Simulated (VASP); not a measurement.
Runs of VASP 6.6.1 on C. The structure is that of space group Fd-3m (No. 227), or close to it. The cells are those of the table. 

```tsv
task	cell	k mesh	smearing	gap on the mesh (eV)	pressure (GPa)
relaxation of cell and atoms	relaxed from a = 2.522 Å, angles 60.0°, 2 atoms	10 × 10 × 10	gaussian 0.02 eV	4.06	0.0
single point	a = 2.513 Å, angles 60.0°, 2 atoms	10 × 10 × 10	gaussian 0.02 eV	4.06	0.5
single point	a = 2.522 Å, angles 60.0°, 2 atoms	8 × 8 × 8	gaussian 0.1 eV	(a)	-4.5
single point	a = 2.513 Å, angles 60.0°, 2 atoms	10 × 10 × 10	gaussian 0.01 eV	4.06	0.5
```

Alike in all rows: level PBEsol; potentials or basis VASP PAW PBE potentials, release 64 (C); no spin polarisation; cutoff (eV) 600.

Question: Estimate the missing entries.

Answer: (a) 4.00.

Caveats: the PAW data sets were made with another functional, which shifts forces and pressure a little.

A k mesh can miss the band edges.
